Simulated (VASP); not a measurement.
# SiC (R3m) in VASP: notebook

The runs below take SiC through single point, relaxation of the atoms, with LDA.

All numbers are computed with VASP 6.6.1; they aren't measurements. Logs are shortened: lines on timing, memory, paths and dates and some standing lists are left out, and cuts for length are marked.

**1. The cell of the first run**

The structure is trigonal, space group R3m (No. 160). Conventional cell: a = 3.061 Å, b = 3.061 Å, c = 7.498 Å, α = 90.00°, β = 90.00°, γ = 120.00°. Within 2.5 Å of Si (site symmetry 3m) lie 4 C at 1.86 to 1.88 Å. C (site symmetry 3m) has 4 Si at 1.86 to 1.88 Å within 2.5 Å.

**2. Single point, LDA (atom 1 moved by [-0.01, -0.01, -0.01] A)**

INCAR

```
SYSTEM = SiC
ALGO = Normal
EDIFF = 1E-6
ENCUT = 520
GGA = CA
ISIF = 2
ISMEAR = 0
LASPH = .TRUE.
LCHARG = .TRUE.
LELF = .TRUE.
LREAL = .FALSE.
LVHAR = .TRUE.
LWAVE = .FALSE.
NBANDS = 11
NELM = 80
PREC = Accurate
SIGMA = 0.01
```

KPOINTS

```
k-points
0
G
  8 8 8
  0 0 0
```

POSCAR

```
SiC
1.0
    0.0000000000      2.1644853731      2.1644853731
    2.1644853731      0.0000000000      2.1644853731
    2.1644853731      2.1644853731      0.0000000000
Si C
1 1
Direct
   -0.0023100179     -0.0023100179     -0.0023100179
    0.7500000000      0.7500000000      0.7500000000
```

Potentials or basis: VASP PAW LDA potentials, release 64 (Si, C).

The run is started by

```sh
cat potpaw_LDA.64/Si/POTCAR potpaw_LDA.64/C/POTCAR > POTCAR
mpirun -np 1 vasp_std > vasp.out
```

OUTCAR:

```text
SYSTEM = SiC
   EDIFF = 1E-6
   ENCUT = 520
   GGA = CA
   ISIF = 2
   ISMEAR = 0
   LASPH = .TRUE.
   LREAL = .FALSE.
   NELM = 80
   PREC = Accurate

 ion  position               nearest neighbor table
   1  0.998  0.998  0.998-   2 1.86   2 1.88   2 1.88   2 1.88
   2  0.750  0.750  0.750-   1 1.86   1 1.88   1 1.88   1 1.88

  LATTYP: Found a face centered cubic cell.
 ALAT       =     4.3289707462

  Lattice vectors:

 A1 = (   0.0000000000,   2.1644853731,   2.1644853731)
 A2 = (   2.1644853731,   0.0000000000,   2.1644853731)
 A3 = (   2.1644853731,   2.1644853731,   0.0000000000)

Analysis of symmetry for initial positions (statically):
=====================================================================
 Subroutine PRICEL returns:
 Original cell was already a primitive cell.

 Routine SETGRP: Setting up the symmetry group for a
 face centered cubic supercell.

 Subroutine GETGRP returns: Found  6 space group operations
 (whereof  6 operations were pure point group operations)
 out of a pool of 48 trial point group operations.

The static configuration has the point symmetry C_3v.

Analysis of symmetry for dynamics (positions and initial velocities):
=====================================================================
 Subroutine PRICEL returns:
 Original cell was already a primitive cell.

 Routine SETGRP: Setting up the symmetry group for a
 face centered cubic supercell.

 Subroutine GETGRP returns: Found  6 space group operations
 (whereof  6 operations were pure point group operations)
 out of a pool of 48 trial point group operations.

The dynamic configuration has the point symmetry C_3v.

 Subroutine INISYM returns: Found  6 space group operations
 (whereof  6 operations are pure point group operations),
 and found     1 'primitive' translations

----------------------------------------------------------------------------------------

                                     Primitive cell

  volume of cell :      20.2812

  direct lattice vectors                    reciprocal lattice vectors
     0.000000000  2.164485373  2.164485373    -0.231001792  0.231001792  0.231001792
     2.164485373  0.000000000  2.164485373     0.231001792 -0.231001792  0.231001792
     2.164485373  2.164485373  0.000000000     0.231001792  0.231001792 -0.231001792

  length of vectors
     3.061044570  3.061044570  3.061044570     0.400106840  0.400106840  0.400106840

  position of ions in fractional coordinates (direct lattice)
     0.997689982  0.997689982  0.997689982
     0.750000000  0.750000000  0.750000000

  ion indices of the primitive-cell ions
   primitive index   ion index
                 1           1
                 2           2

----------------------------------------------------------------------------------------

 KPOINTS: k-points

Automatic generation of k-mesh.
 Grid dimensions read from file:
 generate k-points for:    8    8    8

 Generating k-lattice:

  Cartesian coordinates                     Fractional coordinates (reciprocal lattice)
    -0.028875224  0.028875224  0.028875224     0.125000000  0.000000000  0.000000000
     0.028875224 -0.028875224  0.028875224     0.000000000  0.125000000  0.000000000
     0.028875224  0.028875224 -0.028875224     0.000000000  0.000000000  0.125000000

  Length of vectors
     0.050013355  0.050013355  0.050013355

  Shift w.r.t. Gamma in fractional coordinates (k-lattice)
     0.000000000  0.000000000  0.000000000

 Subroutine IBZKPT returns following result:
 ===========================================

 Found     65 irreducible k-points:

 Following reciprocal coordinates:
            Coordinates               Weight
  0.000000  0.000000  0.000000      1.000000
  0.125000  0.000000  0.000000      6.000000
  0.125000  0.125000  0.125000      2.000000
  0.250000  0.000000  0.000000      6.000000
  0.250000  0.250000  0.250000      2.000000
  0.375000  0.000000  0.000000      6.000000
[... 16 lines left out ...]
 -0.250000  0.125000  0.000000     12.000000
  0.125000  0.125000  0.375000      6.000000
 [... further k-points ...]
   k-points           NKPTS =     65   k-points in BZ     NKDIM =     65   number of bands    NBANDS=     11
   number of dos      NEDOS =    301   number of ions     NIONS =      2
   total plane-waves  NPLWV =  13824
   dimension x,y,z NGX =    24 NGY =   24 NGZ =   24
   dimension x,y,z NGXF=    48 NGYF=   48 NGZF=   48
   ions per type =               1   1
   NGX,Y,Z   is equivalent  to a cutoff of  13.03, 13.03, 13.03 a.u.
   NGXF,Y,Z  is equivalent  to a cutoff of  26.07, 26.07, 26.07 a.u.
 SYSTEM =  SiC
   PREC   = accura    normal or accurate (medium, high low for compatibility)
   ISTART =      0    job   : 0-new  1-cont  2-samecut
   ICHARG =      2    charge: 1-file 2-atom 10-const
   ISPIN  =      1    spin polarized calculation?
   LNONCOLLINEAR =      F non collinear calculations
   LSORBIT =      F    spin-orbit coupling
   LASPH  =      T    aspherical Exc in radial PAW
   ENCUT  =  520.0 eV  38.22 Ry    6.18 a.u.   5.69  5.69  5.69*2*pi/ulx,y,z
   NELM   =     80;   NELMIN=  2; NELMDL= -5     # of ELM steps
   EDIFF  = 0.1E-05   stopping-criterion for ELM
   LREAL  =      F    real-space projection
   EDIFFG = 0.1E-04   stopping-criterion for IOM
   NSW    =      0    number of steps for IOM
   IBRION =     -1    ionic relax: 0-MD 1-quasi-New 2-CG
   NFREE  =      0    steps in history (QN), initial steepest desc. (CG)
   ISIF   =      2    stress and relaxation
   ISYM   =      2    0-nonsym 1-usesym 2-fastsym
   POTIM  = 0.5000    time-step for ionic-motion
   TEBEG  =    0.0;   TEEND  =   0.0 temperature during run
   PSTRESS=    0.0 pullay stress
   NELECT =       8.0000    total number of electrons
   NUPDOWN=      -1.0000    fix difference up-down
   EMIN   =  10.00;   EMAX   =-10.00  energy-range for DOS
   EFERMI =   0.00;   METHOD = LEGACY
   ISMEAR =     0;   SIGMA  =   0.01  broadening in eV -4-tet -1-fermi 0-gaus
   EFERMI_NEDOS =   21; number of points for ismear=-14 and -15
   IALGO  =     38    algorithm
   IMIX   =      4    mixing-type and parameters
     AMIX     =   0.40;   BMIX     =  1.00
     AMIX_MAG =   1.60;   BMIX_MAG =  1.00
  volume/ion in A,a.u.               =      10.14        68.43
  Fermi-wavevector in a.u.,A,eV,Ry     =   1.200623  2.268849 19.612754  1.441497
  Thomas-Fermi vector in A             =   2.336454
   LORBIT       =      0    0 simple, 1 ext, 2 COOP (PROOUT), +10 PAW based schemes
   GGA     = CA    functional components
   LHFCALC =     F    Hartree Fock is set to
   AEXX    =    0.0000 exact exchange contribution
   IVDW    =     0    specifies the selected vdW correction
   LEPSILON=     F    determine dielectric tensor
   LRPA    =     F    only Hartree local field effects (RPA)
 non-spin polarized calculation
 Gauss-broadening in eV      SIGMA  =   0.01
  energy-cutoff  :      520.00
  volume of cell :       20.28
 maximum number of plane-waves:       568
   NGX = 11   NGY = 11   NGZ = 11

 number of electron       8.0000000 magnetization

 Free energy of the ion-electron system (eV)
  ---------------------------------------------------
  ext. energy  EPLUGINS =         0.00000000
  ---------------------------------------------------
  free energy    TOTEN  =       -16.63837764 eV

  energy without entropy =      -16.63837764  energy(sigma->0) =      -16.63837764

 E-fermi :   8.4929     XC(G=0): -11.6420

 val. band max:        8.3398587028   @ k =   0.0000   0.0000   0.0000
 cond. band min:       9.5779055048   @ k =   0.5000   0.5000   0.0000
 fundamental gap:      1.2380468020
 Fermi energy:         8.4928516852

 k-point     1 :       0.0000    0.0000    0.0000
  band No.  band energies     occupation
      1      -7.1817      2.00000
      2       8.1960      2.00000
      3       8.3399      2.00000
      4       8.3399      2.00000
      5      14.8191      0.00000
      6      15.6017      0.00000
      7      15.6017      0.00000
      8      15.6637      0.00000
      9      22.8668      0.00000
     10      22.8668      0.00000
     11      24.7734      0.00000

 k-point     2 :       0.1250    0.0000    0.0000
  band No.  band energies     occupation
      1      -6.8713      2.00000
      2       6.8380      2.00000
      3       8.0134      2.00000
      4       8.1377      2.00000
      5      14.9350      0.00000
      6      15.9387      0.00000
      7      16.0090      0.00000
      8      16.2353      0.00000
      9      21.6207      0.00000
     10      21.6223      0.00000
     11      24.2926      0.00000

 k-point     3 :       0.1250    0.1250    0.1250
  band No.  band energies     occupation
      1      -6.8707      2.00000
      2       6.7443      2.00000
      3       8.1326      2.00000
      4       8.1326      2.00000
      5      14.9294      0.00000
      6      15.9718      0.00000
      7      15.9718      0.00000
      8      16.2496      0.00000
      9      21.5765      0.00000
     10      21.5765      0.00000
     11      24.3561      0.00000

 k-point     4 :       0.2500    0.0000    0.0000
  band No.  band energies     occupation
      1      -5.9617      2.00000
      2       4.0022      2.00000
      3       7.6078      2.00000
      4       7.7316      2.00000
      5      14.4099      0.00000
      6      16.1389      0.00000
      7      16.2712      0.00000
      8      17.7271      0.00000
      9      21.4327      0.00000
     10      21.4845      0.00000
     11      23.4095      0.00000
[... 239 lines left out ...]
 k-point    22 :      -0.3750    0.5000   -0.3750
  band No.  band energies     occupation
      1      -3.8128      2.00000
      2       0.6105      2.00000
      3       5.8783      2.00000
      4       7.1962      2.00000
      5      14.1468      0.00000
      6      15.5581      0.00000
      7      16.2333      0.00000
      8      19.1091      0.00000
      9      22.7208      0.00000
     10      23.7400      0.00000
     11      26.1696      0.00000

 k-point    23 :      -0.2500    0.1250    0.0000
  band No.  band energies     occupation
      1      -5.2774      2.00000
      2       3.1669      2.00000
      3       5.9952      2.00000
      4       7.6676      2.00000
      5      14.8721      0.00000
      6      15.9056      0.00000
      7      16.3386      0.00000
      8      17.8985      0.00000
      9      20.3316      0.00000
     10      23.2908      0.00000
     11      25.7213      0.00000

 k-point    24 :       0.1250    0.1250    0.3750
  band No.  band energies     occupation
      1      -5.2753      2.00000
      2       3.1505      2.00000
      3       5.9444      2.00000
      4       7.7598      2.00000
      5      14.8936      0.00000
      6      15.9385      0.00000
      7      16.2242      0.00000
      8      17.9409      0.00000
      9      20.3653      0.00000
     10      23.2262      0.00000
     11      25.7067      0.00000

 [... further k-points ...]
[... 5 lines left out ...]
  --------------------------------------------------------------------------------------
  -------------------------------------------------------------------------------------
  Total        0.0583927      0.0583927      0.0583927      0.0911919      0.0911919      0.0911919
  in kB        4.6129151      4.6129151      4.6129151      7.2039840      7.2039840      7.2039840
  external PRESSURE =       4.6129151 kB  Pullay stress =       0.0000000 kB

 VOLUME and BASIS-vectors are now :
 -----------------------------------------------------------------------------
  energy-cutoff  :      520.00
  volume of cell :       20.28
      direct lattice vectors                 reciprocal lattice vectors
     0.000000000  2.164485373  2.164485373    -0.231001792  0.231001792  0.231001792
     2.164485373  0.000000000  2.164485373     0.231001792 -0.231001792  0.231001792
     2.164485373  2.164485373  0.000000000     0.231001792  0.231001792 -0.231001792

 POSITION                                       TOTAL-FORCE (eV/Angst)
 -----------------------------------------------------------------------------------
      4.31897      4.31897      4.31897         0.204081      0.204081      0.204081
      3.24673      3.24673      3.24673        -0.204081     -0.204081     -0.204081
 -----------------------------------------------------------------------------------
    total drift:                                0.000062      0.000062      0.000062

  FREE ENERGIE OF THE ION-ELECTRON SYSTEM (eV)
  ---------------------------------------------------
  free  energy   TOTEN  =       -16.6383776401 eV

  energy  without entropy=      -16.6383776401  energy(sigma->0) =      -16.63837764
```

Run time: 8.2 s. Hardware: 1 thread of Intel Xeon Platinum 8259CL at 2.50GHz (Skylake/Cascade Lake), shared host; peak memory 0.13 GiB.

What came out:

| Item | Value |
| --- | --- |
| Free energy | -16.6384 eV |
| Pressure | 0.5 GPa |
| Largest force | 0.353 eV/Å |
| Band gap on the k mesh | 1.24 eV, indirect (least direct gap 4.49 eV) |

Forces in eV/Å, atoms in the order of the input:
```
Si   0.204  0.204  0.204
C   -0.204 -0.204 -0.204
```

Stress tensor (GPa, compression positive):
```
0.46 0.72 0.72
0.72 0.46 0.72
0.72 0.72 0.46
```

Caveat: the cell differs from its parent crystal (atom 1 moved by [-0.01, -0.01, -0.01] A). A k mesh can miss the band edges.

**3. Relaxation of the atoms, LDA (equal xy, yz and zx engineering shears of -0.5 %)**

INCAR

```
PREC     = Accurate       # precision mode
ENCUT    = 520            # plane-wave cutoff, eV
EDIFF    = 1E-7           # SCF threshold, eV
ISMEAR   = 0              # smearing method
SIGMA    = 0.01           # smearing width, eV
LREAL    = F              # projectors in reciprocal space
LASPH    = T              # aspherical terms in the spheres
NELM     = 80             # most SCF steps
ALGO     = Normal         # electronic algorithm
ISIF     = 2              # what is computed and relaxed
LWAVE    = F              # write WAVECAR
LCHARG   = F              # write CHGCAR
GGA      = CA             # functional
IBRION   = 2              # ionic algorithm
NSW      = 50             # ionic steps
EDIFFG   = -0.002         # ionic threshold
```

KPOINTS

```
regular mesh
0
Gamma
  8 8 8
```

POSCAR

```
SiC
1.0
   -0.0108224269      2.1590741596      2.1590741596
    2.1590741596     -0.0108224269      2.1590741596
    2.1590741596      2.1590741596     -0.0108224269
Si C
1 1
Direct
    0.0000000000      0.0000000000      0.0000000000
    0.7500000000      0.7500000000      0.7500000000
```

Potentials or basis: VASP PAW LDA potentials, release 64 (Si, C).

The run is started by

```sh
cat potpaw_LDA.64/Si/POTCAR potpaw_LDA.64/C/POTCAR > POTCAR
mpirun -np 1 vasp_std > vasp.out
```

Wall time 10 s (1 thread of Intel Xeon Platinum 8259CL at 2.50GHz (Skylake/Cascade Lake), shared host); peak memory 0.12 GiB.

The run converged. Its results:

```
Free energy               : -16.6402 eV
Energy gained by relaxing : 0.1 meV/atom
Ionic steps               : 3
Pressure after relaxing   : 0.4 GPa
Band gap on the k mesh    : 1.23 eV, indirect (least direct gap 4.47 eV)
```

Stress tensor (GPa, compression positive):
```
0.42 1.26 1.26
1.26 0.42 1.26
1.26 1.26 0.42
```

The path:
| step | energy change (eV) | largest force (eV/Å) | pressure (GPa) |
| --- | --- | --- | --- |
| 1 | 0.0000 | 0.0787 | 0.44 |
| 2 | 0.0000 | 0.0731 | 0.42 |
| 3 | -0.0002 | 0.0001 | 0.42 |

Final structure:
```
Si C
1.0
    -0.01082    2.15907    2.15907
     2.15907   -0.01082    2.15907
     2.15907    2.15907   -0.01082
Si C
1 1
Direct
  0.00026 0.00026 0.00026
  0.74974 0.74974 0.74974
```

Levels at points of the mesh, in eV from the valence-band top:
```
           k point  band 1  band 2  band 3  band 4  band 5  band 6  band 7  band 8
(0.00, 0.00, 0.00)  -15.53   -0.08   -0.08    0.00    6.46    7.23    7.23    7.41
(0.50, 0.00, 0.00)  -11.85   -8.73   -1.11   -1.07    5.56    7.14    7.22    9.99
(0.50, 0.50, 0.00)  -10.33   -7.93   -3.33   -3.24    1.23    4.21   13.99   14.01
(0.50, 0.50, 0.50)  -11.78   -8.69   -1.16   -1.16    5.41    7.09    7.09    9.94
```

Caveat: the cell differs from its parent crystal (equal xy, yz and zx engineering shears of -0.5 %). A k mesh can miss the band edges.
